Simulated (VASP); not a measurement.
CsSnI3:

```
Cs Sn I
1.0
     5.26746    3.04117    4.52630
    -5.26746    3.04117    4.52630
     0.00000   -6.08234    4.52630
Cs Sn I
1 1 3
Direct
  0.54188 0.54188 0.54188
  0.87604 0.87604 0.87604
  0.62701 0.03296 0.62701
  0.62701 0.62701 0.03296
  0.03296 0.62701 0.62701
```

```yaml
Program: VASP 6.6.1
Task: relaxation of cell and atoms
Functional: PBE
Potentials_or_basis: VASP PAW PBE potentials, release 64 (Cs_sv, Sn_d, I)
Cutoff: 600 eV
k_mesh: 3 × 3 × 3
Occupations: gaussian, width 0.02 eV
Spin: no spin polarisation
```

At the start: pressure 0.0 GPa; volume 87.01 Å³/atom.

How do energy, volume and symmetry change on relaxing?

Over 28 steps the energy falls by 5.8 meV/atom and the volume is 89.24 Å³/atom (+2.6 %); space group R3m (No. 160, to 0.05 Å).

Step by step:
```tsv
step	energy change (eV)	largest force (eV/Å)	pressure (GPa)	volume (Å³)
1	0.0000	0.0292	0.01	435.05
2	-0.0014	0.0180	0.00	435.55
3	-0.0038	0.0879	-0.04	437.04
4	-0.0017	0.2515	-0.12	439.88
5	-0.0042	0.1322	-0.06	437.82
6	-0.0051	0.1025	-0.04	436.99
7	-0.0059	0.0519	0.01	435.58
8	-0.0059	0.0469	0.02	435.37
9	-0.0063	0.0486	0.02	435.59
10	-0.0072	0.0534	0.01	436.27
11	-0.0089	0.0623	0.01	437.61
12	-0.0111	0.0804	0.00	440.26
13	-0.0116	0.1115	-0.01	445.42
14	-0.0120	0.1001	-0.01	443.44
15	-0.0130	0.0984	-0.01	443.85
16	-0.0156	0.0926	-0.03	445.05
17	-0.0200	0.0785	-0.06	447.34
18	-0.0244	0.1462	-0.12	451.41
19	-0.0253	0.1308	-0.11	451.03
20	-0.0273	0.0821	-0.07	449.87
21	-0.0282	0.0406	0.01	447.44
22	-0.0284	0.0202	-0.01	448.18
23	-0.0284	0.0185	-0.01	448.25
24	-0.0284	0.0180	-0.01	448.07
25	-0.0286	0.0170	-0.01	447.52
26	-0.0287	0.0174	0.00	446.42
27	-0.0287	0.0205	0.01	446.22
28	-0.0288	0.0053	-0.01	446.22
```

Final structure:
```cif
data_structure
_symmetry_space_group_name_H-M 'P 1'
_symmetry_Int_Tables_number 1
_cell_length_a 7.7472
_cell_length_b 7.7472
_cell_length_c 7.7472
_cell_angle_alpha 80.065
_cell_angle_beta 80.065
_cell_angle_gamma 80.065
_cell_volume 446.22
loop_
_atom_site_label
_atom_site_type_symbol
_atom_site_fract_x
_atom_site_fract_y
_atom_site_fract_z
_atom_site_occupancy
Cs1 Cs 0.56378 0.56378 0.56378 1
Sn1 Sn 0.85948 0.85948 0.85948 1
I1 I 0.61736 0.04690 0.61736 1
I2 I 0.61736 0.61736 0.04690 1
I3 I 0.04690 0.61736 0.61736 1
```
